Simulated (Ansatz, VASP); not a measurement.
One calculation of CoSi2, two programs

```xyz
3
Lattice="3.7384 0.0000 0.0000 0.0000 3.7384 0.0000 0.0000 0.0000 2.7996" Properties=species:S:1:pos:R:3 pbc="T T T"
Co    1.8692    1.8692    0.0000
Si    0.0000    1.8692    1.3998
Si    1.8692    0.0000    1.3998
```

Alike in both runs: task relaxation of cell and atoms; functional PBE; k mesh 6 × 6 × 6; occupations gaussian, width 0.1 eV; no spin polarisation.

|  | VASP | Ansatz |
| --- | --- | --- |
| version | VASP 6.6.1 | Ansatz 0.2.0 |
| potentials or method | VASP PAW PBE potentials, release 64 (Co, Si), cutoff 600 eV | scalar-relativistic, plane waves, PAW |
| valence electrons in the cell | 17 | 25 |

Ansatz gave:

| Quantity | Value |
| --- | --- |
| gap on the k mesh at the Fermi level, each at its own relaxed structure (eV) | none |
| relaxed volume (Å³/atom) | 13.05 |
| relaxed cell length with the largest relative difference (Å) | 2.679 |

Q: What did VASP give for the same quantities?

A: gap on the k mesh at the Fermi level, each at its own relaxed structure (eV): none; relaxed volume (Å³/atom): 13.06; relaxed cell length with the largest relative difference (Å): 2.676.

A gap of «none» marks a metal or a gap that the smearing closes. VASP's potentials hold 17 valence electrons a cell and Ansatz's 25, so a difference there can come from the potentials and not from the codes.

The k mesh is coarse, so the values compare programs but aren't converged.
